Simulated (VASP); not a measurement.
Wanted: the native input for a VASP 6.6.1 run.

- Task: single point
- Functional: PBE
- Potentials or basis: VASP PAW PBE potentials, release 64 (K_sv, F)
- Cutoff: 520 eV
- k mesh: 8 × 8 × 8
- Occupations: gaussian, width 0.05 eV
- Spin: no spin polarisation
- Dipole correction: no
- Further INCAR settings: ALGO = Normal; EDIFF = 1e-06; NBANDS = 15

The structure of KF lies in POSCAR:

```
KF
1.0
    0.0000000000      2.7105354767      2.7105354767
    2.7579698475      0.0000000000      2.7105354767
    2.7579698475      2.7105354767      0.0000000000
K F
1 1
Direct
    0.0000000000      0.0000000000      0.0000000000
    0.5000000000      0.5000000000      0.5000000000
```

This cell differs from its parent crystal: normal strain along x +0.0175, normal strain along z +0.0000.

The input as run:

INCAR

```
PREC     = Accurate       # precision mode
ENCUT    = 520            # plane-wave cutoff, eV
EDIFF    = 1E-6           # SCF threshold, eV
ISMEAR   = 0              # smearing method
SIGMA    = 0.05           # smearing width, eV
LREAL    = F              # projectors in reciprocal space
LASPH    = T              # aspherical terms in the spheres
NELM     = 60             # most SCF steps
ALGO     = Normal         # electronic algorithm
ISIF     = 2              # what is computed and relaxed
LWAVE    = F              # write WAVECAR
LCHARG   = F              # write CHGCAR
GGA      = PE             # functional
NBANDS   = 15             # bands
```

KPOINTS

```
regular mesh
0
Gamma
  8 8 8
```

Potentials or basis: VASP PAW PBE potentials, release 64 (K_sv, F).

Run with:

```sh
$ cat potpaw_PBE.64/K_sv/POTCAR potpaw_PBE.64/F/POTCAR > POTCAR
$ mpirun -np 1 vasp_std > vasp.out
```

It gave:

* Pressure: -0.5 GPa
* Band gap on the k mesh: 5.85 eV

Caveat: the cell differs from its parent crystal (normal strain along x +0.0175, normal strain along z +0.0000).

Run time: 15 s on 1 thread of AMD EPYC 9R45 96-Core Processor (Zen 5), with other jobs on the host, peak memory 0.16 GiB.
